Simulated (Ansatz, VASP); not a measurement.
## Two plane-wave programs on AsSe2

```
CELL_PARAMETERS angstrom
4.76132 0.00000 0.00000
-2.38066 4.12342 0.00000
0.00000 0.00000 3.14926
ATOMIC_POSITIONS crystal
As 0.00000 0.00000 0.00000
Se 0.33333 0.66667 0.50000
Se 0.66667 0.33333 0.50000
```

Change from the starting cell: species swapped into the DyGa2 type (P6/mmm, No. 191).

Alike in both runs: functional PBE; k mesh 12 × 12 × 14; occupations gaussian, width 0.1 eV; no spin polarisation.

Ansatz relaxed the structure, and its values are those at the end. VASP's run is a single point on that final structure, the one shown.

|  | VASP | Ansatz |
| --- | --- | --- |
| version | VASP 6.6.1 | Ansatz 0.2.0 |
| potentials or method | VASP PAW PBE potentials, release 64 (As, Se), cutoff 520 eV | scalar-relativistic, plane waves, PAW |
| valence electrons in the cell | 17 | 47 |

|  | VASP | Ansatz | Ansatz less VASP |
| --- | --- | --- | --- |
| gap on the k mesh at the Fermi level (eV) | none | none | - |
| pressure (GPa) | 0.0 | 0.0 | -0.01 |

A gap of «none» marks a metal or a gap that the smearing closes. The functional is the same, so the differences come from potentials, cutoffs and numerics. VASP's potentials hold 17 valence electrons a cell and Ansatz's 47, so a difference there can come from the potentials and not from the codes.
